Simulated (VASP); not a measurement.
# KF (I-4m2) in VASP: a series of runs

Aim: see how the results for KF move with the level of theory and the settings. Levels: PBE, r2SCAN. Tasks: single point.

All numbers are computed with VASP 6.6.1; they aren't measurements. Logs are shortened: lines on timing, memory, paths and dates and some standing lists are left out, and cuts for length are marked.

### Step 1. The cell of the first run

Symmetry: I-4m2, No. 119, tetragonal system. The conventional cell has a = 4.345 Å, b = 4.345 Å, c = 5.871 Å, α = 90.00°, β = 90.00°, γ = 90.00°. Within 3.5 Å of K (site symmetry -4m2) lie 4 F at 2.62 Å. Within 3.5 Å of F (site symmetry -4m2) lie 4 K at 2.62 Å.

### Step 2. Single point, PBE (biaxial xy strain +4.7%)

INCAR

```
SYSTEM = KF
  ALGO = Normal
  EDIFF = 1E-6
  ENCUT = 520
  GGA = PE
  ISIF = 2
  ISMEAR = -1
  LASPH = .TRUE.
  LCHARG = .FALSE.
  LREAL = .FALSE.
  LWAVE = .FALSE.
  NBANDS = 15
  NELM = 80
  PREC = Accurate
  SIGMA = 0.02
```

KPOINTS

```
k-points
0
G
  8 8 8
  0 0 0
```

POSCAR

```
KF
1.0
    0.0000000000      3.0724844705      2.9354012329
    3.0724844705      0.0000000000      2.9354012329
    3.0724844705      3.0724844705      0.0000000000
K F
1 1
Direct
    0.0000000000      0.0000000000      0.0000000000
    0.2500000000      0.2500000000      0.2500000000
```

Potentials or basis: VASP PAW PBE potentials, release 64 (K_sv, F).

The run is started by

```console
> cat potpaw_PBE.64/K_sv/POTCAR potpaw_PBE.64/F/POTCAR > POTCAR
> mpirun -np 1 vasp_std > vasp.out
```

OUTCAR:

```text
SYSTEM = KF
   EDIFF = 1E-6
   ENCUT = 520
   GGA = PE
   ISIF = 2
   ISMEAR = -1
   LASPH = .TRUE.
   LREAL = .FALSE.
   NELM = 80
   PREC = Accurate

 ion  position               nearest neighbor table
   1  0.000  0.000  0.000-   2 2.62   2 2.62   2 2.62   2 2.62
   2  0.250  0.250  0.250-   1 2.62   1 2.62   1 2.62   1 2.62

  LATTYP: Found a body centered tetragonal cell.
 ALAT       =     4.3451492084
 C/A-ratio  =     1.3511164253

  Lattice vectors:

 A1 = (   0.0000000000,  -3.0724844705,  -2.9354012329)
 A2 = (   0.0000000000,   3.0724844705,  -2.9354012329)
 A3 = (   3.0724844705,   0.0000000000,   2.9354012329)

Analysis of symmetry for initial positions (statically):
=====================================================================
 Subroutine PRICEL returns:
 Original cell was already a primitive cell.

 Routine SETGRP: Setting up the symmetry group for a
 body centered tetragonal supercell.

 Subroutine GETGRP returns: Found  8 space group operations
 (whereof  8 operations were pure point group operations)
 out of a pool of 16 trial point group operations.

The static configuration has the point symmetry D_2d.

Analysis of symmetry for dynamics (positions and initial velocities):
=====================================================================
 Subroutine PRICEL returns:
 Original cell was already a primitive cell.

 Routine SETGRP: Setting up the symmetry group for a
 body centered tetragonal supercell.

 Subroutine GETGRP returns: Found  8 space group operations
 (whereof  8 operations were pure point group operations)
 out of a pool of 16 trial point group operations.

The dynamic configuration has the point symmetry D_2d.

 Subroutine INISYM returns: Found  8 space group operations
 (whereof  8 operations are pure point group operations),
 and found     1 'primitive' translations

----------------------------------------------------------------------------------------

                                     Primitive cell

  volume of cell :      55.4213

  direct lattice vectors                    reciprocal lattice vectors
     0.000000000  3.072484471  2.935401233    -0.162734753  0.162734753  0.170334465
     3.072484471  0.000000000  2.935401233     0.162734753 -0.162734753  0.170334465
     3.072484471  3.072484471  0.000000000     0.162734753  0.162734753 -0.170334465

  length of vectors
     4.249322442  4.249322442  4.345149208     0.286319803  0.286319803  0.286319803

  position of ions in fractional coordinates (direct lattice)
     0.000000000  0.000000000  0.000000000
     0.250000000  0.250000000  0.250000000

  ion indices of the primitive-cell ions
   primitive index   ion index
                 1           1
                 2           2

----------------------------------------------------------------------------------------

 KPOINTS: k-points

Automatic generation of k-mesh.
 Grid dimensions read from file:
 generate k-points for:    8    8    8

 Generating k-lattice:

  Cartesian coordinates                     Fractional coordinates (reciprocal lattice)
    -0.020341844  0.020341844  0.021291808     0.125000000 -0.000000000  0.000000000
     0.020341844 -0.020341844  0.021291808    -0.000000000  0.125000000  0.000000000
     0.020341844  0.020341844 -0.021291808     0.000000000  0.000000000  0.125000000

  Length of vectors
     0.035789975  0.035789975  0.035789975

  Shift w.r.t. Gamma in fractional coordinates (k-lattice)
     0.000000000  0.000000000  0.000000000

 Subroutine IBZKPT returns following result:
 ===========================================

 Found     59 irreducible k-points:

 Following reciprocal coordinates:
            Coordinates               Weight
  0.000000  0.000000  0.000000      1.000000
  0.125000  0.000000  0.000000      8.000000
  0.250000  0.000000  0.000000      8.000000
  0.375000 -0.000000  0.000000      8.000000
  0.500000  0.000000  0.000000      4.000000
  0.125000  0.125000  0.000000      2.000000
[... 16 lines left out ...]
  0.250000  0.000000  0.125000     16.000000
  0.375000  0.000000  0.125000     16.000000
 [... further k-points ...]
   k-points           NKPTS =     59   k-points in BZ     NKDIM =     59   number of bands    NBANDS=     15
   number of dos      NEDOS =    301   number of ions     NIONS =      2
   total plane-waves  NPLWV =  32768
   dimension x,y,z NGX =    32 NGY =   32 NGZ =   32
   dimension x,y,z NGXF=    64 NGYF=   64 NGZF=   64
   ions per type =               1   1
   NGX,Y,Z   is equivalent  to a cutoff of  12.52, 12.52, 12.24 a.u.
   NGXF,Y,Z  is equivalent  to a cutoff of  25.04, 25.04, 24.49 a.u.
 SYSTEM =  KF
   PREC   = accura    normal or accurate (medium, high low for compatibility)
   ISTART =      0    job   : 0-new  1-cont  2-samecut
   ICHARG =      2    charge: 1-file 2-atom 10-const
   ISPIN  =      1    spin polarized calculation?
   LNONCOLLINEAR =      F non collinear calculations
   LSORBIT =      F    spin-orbit coupling
   LASPH  =      T    aspherical Exc in radial PAW
   ENCUT  =  520.0 eV  38.22 Ry    6.18 a.u.   7.90  7.90  8.08*2*pi/ulx,y,z
   NELM   =     80;   NELMIN=  2; NELMDL= -5     # of ELM steps
   EDIFF  = 0.1E-05   stopping-criterion for ELM
   LREAL  =      F    real-space projection
   EDIFFG = 0.1E-04   stopping-criterion for IOM
   NSW    =      0    number of steps for IOM
   IBRION =     -1    ionic relax: 0-MD 1-quasi-New 2-CG
   NFREE  =      0    steps in history (QN), initial steepest desc. (CG)
   ISIF   =      2    stress and relaxation
   ISYM   =      2    0-nonsym 1-usesym 2-fastsym
   POTIM  = 0.5000    time-step for ionic-motion
   TEBEG  =    0.0;   TEEND  =   0.0 temperature during run
   PSTRESS=    0.0 pullay stress
   NELECT =      16.0000    total number of electrons
   NUPDOWN=      -1.0000    fix difference up-down
   EMIN   =  10.00;   EMAX   =-10.00  energy-range for DOS
   EFERMI =   0.00;   METHOD = LEGACY
   ISMEAR =    -1;   SIGMA  =   0.02  broadening in eV -4-tet -1-fermi 0-gaus
   EFERMI_NEDOS =   21; number of points for ismear=-14 and -15
   IALGO  =     38    algorithm
   IMIX   =      4    mixing-type and parameters
     AMIX     =   0.40;   BMIX     =  1.00
     AMIX_MAG =   1.60;   BMIX_MAG =  1.00
  volume/ion in A,a.u.               =      27.71       187.00
  Fermi-wavevector in a.u.,A,eV,Ry     =   1.081988  2.044661 15.928321  1.170699
  Thomas-Fermi vector in A             =   2.218018
   LORBIT       =      0    0 simple, 1 ext, 2 COOP (PROOUT), +10 PAW based schemes
   GGA     = PE    functional components
   LHFCALC =     F    Hartree Fock is set to
   AEXX    =    0.0000 exact exchange contribution
   IVDW    =     0    specifies the selected vdW correction
   LEPSILON=     F    determine dielectric tensor
   LRPA    =     F    only Hartree local field effects (RPA)
 non-spin polarized calculation
  energy-cutoff  :      520.00
  volume of cell :       55.42
 maximum number of plane-waves:      1522
   NGX = 15   NGY = 15   NGZ = 17

 number of electron      16.0000007 magnetization

 Free energy of the ion-electron system (eV)
  ---------------------------------------------------
  ext. energy  EPLUGINS =         0.00000000
  ---------------------------------------------------
  free energy    TOTEN  =        -8.12277284 eV

  energy without entropy =       -8.12277284  energy(sigma->0) =       -8.12277284

 E-fermi :  -3.2678     XC(G=0):  -6.6817

 val. band max:       -3.7968999235   @ k =  -0.2500   0.2500   0.5000
 cond. band min:       1.1076906688   @ k =   0.0000   0.0000   0.0000
 fundamental gap:      4.9045905923
 Fermi energy:        -3.2678073208

 k-point     1 :       0.0000    0.0000    0.0000
  band No.  band energies     occupation
      1     -30.2799      2.00000
      2     -22.2791      2.00000
      3     -13.7102      2.00000
      4     -13.7011      2.00000
      5     -13.7011      2.00000
      6      -3.9510      2.00000
      7      -3.9510      2.00000
      8      -3.9445      2.00000
      9       1.1077      0.00000
     10       7.4217      0.00000
     11       7.5464      0.00000
     12       7.5464      0.00000
     13       7.7389      0.00000
     14       7.8428      0.00000
     15      12.1989      0.00000

 k-point     2 :       0.1250    0.0000    0.0000
  band No.  band energies     occupation
      1     -30.2761      2.00000
      2     -22.2868      2.00000
      3     -13.7202      2.00000
      4     -13.7075      2.00000
      5     -13.7070      2.00000
      6      -3.9803      2.00000
      7      -3.9420      2.00000
      8      -3.9344      2.00000
      9       1.3982      0.00000
     10       7.1431      0.00000
     11       7.2760      0.00000
     12       7.5009      0.00000
     13       7.8370      0.00000
     14       8.0462      0.00000
     15      11.2377      0.00000

 k-point     3 :       0.2500    0.0000    0.0000
  band No.  band energies     occupation
      1     -30.2671      2.00000
      2     -22.3050      2.00000
      3     -13.7498      2.00000
      4     -13.7214      2.00000
      5     -13.7183      2.00000
      6      -4.0281      2.00000
      7      -3.9208      2.00000
      8      -3.9087      2.00000
      9       2.1575      0.00000
     10       6.6573      0.00000
     11       6.8658      0.00000
     12       7.1279      0.00000
     13       8.2111      0.00000
     14       8.3070      0.00000
     15      10.0855      0.00000

 k-point     4 :       0.3750   -0.0000    0.0000
  band No.  band energies     occupation
      1     -30.2581      2.00000
      2     -22.3229      2.00000
      3     -13.7814      2.00000
      4     -13.7356      2.00000
      5     -13.7281      2.00000
      6      -4.0465      2.00000
      7      -3.9007      2.00000
      8      -3.8842      2.00000
      9       3.1463      0.00000
     10       5.6870      0.00000
     11       6.6934      0.00000
     12       6.9231      0.00000
     13       8.5439      0.00000
     14       8.5901      0.00000
     15       9.6222      0.00000
[... 307 lines left out ...]
 k-point    22 :       0.1250    0.0000    0.1250
  band No.  band energies     occupation
      1     -30.2750      2.00000
      2     -22.2896      2.00000
      3     -13.7241      2.00000
      4     -13.7118      2.00000
      5     -13.7038      2.00000
      6      -4.0026      2.00000
      7      -3.9375      2.00000
      8      -3.9168      2.00000
      9       1.4814      0.00000
     10       6.6447      0.00000
     11       7.6550      0.00000
     12       7.6614      0.00000
     13       7.8332      0.00000
     14       7.9400      0.00000
     15      11.7915      0.00000

 k-point    23 :       0.2500    0.0000    0.1250
  band No.  band energies     occupation
      1     -30.2679      2.00000
      2     -22.3043      2.00000
      3     -13.7477      2.00000
      4     -13.7277      2.00000
      5     -13.7062      2.00000
      6      -4.0442      2.00000
      7      -3.9189      2.00000
      8      -3.8939      2.00000
      9       2.0681      0.00000
     10       6.1546      0.00000
     11       7.2664      0.00000
     12       7.5469      0.00000
     13       8.0592      0.00000
     14       8.2654      0.00000
     15      10.6835      0.00000

 k-point    24 :       0.3750    0.0000    0.1250
  band No.  band energies     occupation
      1     -30.2589      2.00000
      2     -22.3223      2.00000
      3     -13.7865      2.00000
      4     -13.7409      2.00000
      5     -13.7095      2.00000
      6      -4.0540      2.00000
      7      -3.9058      2.00000
      8      -3.8736      2.00000
      9       2.9501      0.00000
     10       5.6783      0.00000
     11       6.7789      0.00000
     12       7.2308      0.00000
     13       8.4554      0.00000
     14       8.5920      0.00000
     15       9.8117      0.00000

 [... further k-points ...]

------------------------ aborting loop because EDIFF is reached ----------------------------------------

  FORCE on cell =-STRESS in cart. coord.  units (eV):
  Direction    XX          YY          ZZ          XY          YZ          ZX
  --------------------------------------------------------------------------------------
  -------------------------------------------------------------------------------------
  Total       -0.3461083     -0.3461083     -0.2937699      0.0000000      0.0000000      0.0000000
  in kB      -10.0056592    -10.0056592     -8.4926072      0.0000000      0.0000000      0.0000000
  external PRESSURE =      -9.5013086 kB  Pullay stress =       0.0000000 kB

 VOLUME and BASIS-vectors are now :
 -----------------------------------------------------------------------------
  energy-cutoff  :      520.00
  volume of cell :       55.42
      direct lattice vectors                 reciprocal lattice vectors
     0.000000000  3.072484471  2.935401233    -0.162734753  0.162734753  0.170334465
     3.072484471  0.000000000  2.935401233     0.162734753 -0.162734753  0.170334465
     3.072484471  3.072484471  0.000000000     0.162734753  0.162734753 -0.170334465

 POSITION                                       TOTAL-FORCE (eV/Angst)
 -----------------------------------------------------------------------------------
      0.00000      0.00000      0.00000        -0.000000      0.000000      0.000000
      1.53624      1.53624      1.46770         0.000000     -0.000000     -0.000000
 -----------------------------------------------------------------------------------
    total drift:                               -0.000000     -0.000000     -0.000000

  FREE ENERGIE OF THE ION-ELECTRON SYSTEM (eV)
  ---------------------------------------------------
  free  energy   TOTEN  =        -8.1227728409 eV

  energy  without entropy=       -8.1227728409  energy(sigma->0) =       -8.12277284
```

It took 20 s on 1 thread of Intel Xeon Platinum 8488C (Sapphire Rapids), shared host; peak memory 0.2 GiB.

Results:

- Free energy: -8.1228 eV
- Pressure: -1.0 GPa
- Band gap on the k mesh: 4.90 eV (least direct gap 5.05 eV)

Stress tensor (GPa, compression positive):
```
-1.00  0.00  0.00
 0.00 -1.00  0.00
 0.00  0.00 -0.85
```

Levels at points of the mesh, in eV from the valence-band top:
```csv
k point,band 6,band 7,band 8,band 9,band 10,band 11
"(0.00, 0.00, 0.00)",-0.15,-0.15,-0.15,4.90,11.22,11.34
"(0.50, 0.00, 0.00)",-0.25,-0.10,-0.08,7.68,8.73,10.43
"(0.50, 0.50, 0.00)",-0.37,-0.02,-0.02,8.07,8.21,11.80
"(0.50, 0.00, 0.50)",-0.38,-0.01,0.00,7.96,8.09,11.52
```

Caveat: the cell differs from its parent crystal (biaxial xy strain +4.7%); the structure was generated, so it needn't be the stable form of KF. A k mesh can miss the band edges.

[end of part 1 of 2]
